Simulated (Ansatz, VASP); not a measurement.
ZnS: VASP beside Ansatz

```
CELL_PARAMETERS angstrom
3.74288 0.00000 0.00000
-1.87144 3.24143 0.00000
0.00000 0.00000 6.30372
ATOMIC_POSITIONS crystal
Zn 0.28237 0.66667 0.00520
Zn 0.71763 0.33333 0.50520
S 0.37452 0.66667 0.37980
S 0.62548 0.33333 0.87980
```

Change from the starting cell: mode 4 frozen in at -0.196 Å, equal normal strain along x and y -0.0267.

Alike in both runs: task single point; functional PBE; k mesh 9 × 9 × 4; occupations gaussian, width 0.05 eV; no spin polarisation.

|  | VASP | Ansatz |
| --- | --- | --- |
| version | VASP 6.6.1 | Ansatz 0.2.0 |
| potentials or method | VASP PAW PBE potentials, release 64 (Zn, S), cutoff 520 eV | scalar-relativistic, plane waves, PAW |
| valence electrons in the cell | 36 | 36 |

```csv
,VASP,Ansatz,Ansatz less VASP
gap on the k mesh at the Fermi level (eV),2.17,2.16,-0.005
least direct gap on the mesh (eV),2.17,2.16,-0.005
pressure (GPa),4.2,4.0,-0.18
"traceless stress, the component that is largest in VASP (GPa)",-3.10,-3.08,+0.028
rms of the force components (eV/Å),0.204,0.202,-0.0017
```

Atom by atom the forces differ by 0.003 eV/Å (rms over components). The functional is the same, so the differences come from potentials, cutoffs and numerics.
